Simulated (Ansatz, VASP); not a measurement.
## Two plane-wave programs on GaSb

Contents of INCAR:

```
SYSTEM = GaSb
ALGO = Normal ; EDIFF = 1E-6
ENCUT = 520 ; ISIF = 2
ISMEAR = 0 ; LASPH = .TRUE.
LCHARG = .FALSE. ; LREAL = .FALSE.
LWAVE = .FALSE. ; NBANDS = 16
NELM = 60 ; PREC = Accurate
SIGMA = 0.15
```

KPOINTS

```
k-points
0
G
  18 18 18
  0 0 0
```

File POSCAR:

```
GaSb
1.0
   -1.6891853340      2.5458585202      2.8492520294
    1.6891853340     -2.5458585202      2.8492520294
    1.6891853340      2.5458585202     -2.8492520294
Ga Sb
1 1
Direct
    0.0000000000      0.0000000000      0.0000000000
    0.5000000000      0.5000000000      0.0000000000
```

Input for Ansatz:

```yaml
crystal:
  lattice:
    - [-1.689185334, 2.5458585202, 2.8492520294]
    - [1.689185334, -2.5458585202, 2.8492520294]
    - [1.689185334, 2.5458585202, -2.8492520294]
  atoms:
    - { symbol: Ga, position: [0.0, 0.0, 0.0] }
    - { symbol: Sb, position: [0.5, 0.5, 0.0] }
basis:
  ecutwfc: 420
kpoints:
  mp_grid: { grid: [18, 18, 18] }
hamiltonian:
  xc: lda
  pseudopotentials: { kind: paw, azcp: { folder: soft_1 } }
scf:
  occupations: { method: gaussian, width: 0.15 }
output:
  forces: true
  stress: true
  eigenvalues: true
  write_density: true
  write_potential: true
  elf: true
  volumetric_format: npy
```

Change from the starting cell: volume 24.506 Å^3 an atom, stretch along a over the lengths across it, relative to the relaxed cell 1.0549.

Alike in both runs: task single point; functional LDA; k mesh 18 × 18 × 18; occupations gaussian, width 0.15 eV; no spin polarisation.

|  | VASP | Ansatz |
| --- | --- | --- |
| version | VASP 6.6.1 | Ansatz 0.2.0 |
| potentials or method | VASP PAW LDA potentials, release 64 (Ga_d, Sb), cutoff 520 eV | scalar-relativistic, plane waves, PAW |
| valence electrons in the cell | 18 | 28 |

VASP gave:

```
gap on the k mesh at the Fermi level (eV)                     : none
pressure (GPa)                                                : -5.1
traceless stress, the component that is largest in VASP (GPa) : 1.47
```

Problem. What did Ansatz give for the same quantities?

Solution. gap on the k mesh at the Fermi level (eV): none; pressure (GPa): -5.1; traceless stress, the component that is largest in VASP (GPa): 1.45.

Ansatz warns that its potentials were made for another functional, while VASP's fit it. LDA's correlation is that of Perdew and Zunger in VASP and of Perdew and Wang (1992) in Ansatz. A gap of «none» marks a metal or a gap that the smearing closes. VASP's potentials hold 18 valence electrons a cell and Ansatz's 28, so a difference there can come from the potentials and not from the codes.

Neither program's run includes spin-orbit coupling.
